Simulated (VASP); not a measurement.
# NaPtCl3: single point with PBE

NaPtCl3:

```
CELL_PARAMETERS angstrom
4.98637 0.00000 0.00000
0.00000 4.98637 0.00000
0.00000 0.00000 4.98637
ATOMIC_POSITIONS crystal
Na 0.00000 0.00000 0.00000
Pt 0.50000 0.50000 0.50000
Cl 0.00000 0.50000 0.50000
Cl 0.50000 0.50000 0.00000
Cl 0.50000 0.00000 0.50000
```

| Item | Value |
| --- | --- |
| Program | VASP 6.6.1 |
| Task | single point |
| Functional | PBE |
| Potentials or basis | VASP PAW PBE potentials, release 64 (Na_pv, Pt, Cl) |
| Cutoff | 520 eV |
| k mesh | 8 × 8 × 8 |
| Occupations | gaussian, width 0.1 eV |
| Spin | no spin polarisation |
| Dipole correction | no |
| Further INCAR settings | ALGO = Normal; EDIFF = 1e-06; NBANDS = 27 |

```json
{
  "Pressure": "-1.4 GPa",
  "Band gap on the k mesh": "zero (bands 19 and 20 overlap by 4.21 eV)"
}
```

Levels at points of the mesh, in eV from the Fermi level:
| k point | band 16 | band 17 | band 18 | band 19 | band 20 | band 21 | band 22 | band 23 |
| --- | --- | --- | --- | --- | --- | --- | --- | --- |
| (0.00, 0.00, 0.00) | -2.34 | -2.34 | -2.34 | -1.72 | -1.72 | 1.27 | 2.49 | 6.57 |
| (0.50, 0.00, 0.00) | -2.33 | -1.72 | -0.93 | -0.93 | -0.54 | 4.35 | 4.97 | 5.19 |
| (0.50, 0.50, 0.00) | -1.26 | -0.93 | -0.93 | -0.78 | 2.49 | 4.71 | 6.30 | 6.30 |
| (0.50, 0.50, 0.50) | -0.75 | -0.75 | -0.75 | 2.50 | 2.50 | 3.36 | 5.95 | 5.95 |

It took 93 s on 1 thread of Intel(R) Xeon(R) Platinum 8488C (Sapphire Rapids) (shared host), peak memory 0.3 GiB.

Caveat: spin-orbit coupling is left out, which moves the levels of the heavy elements.
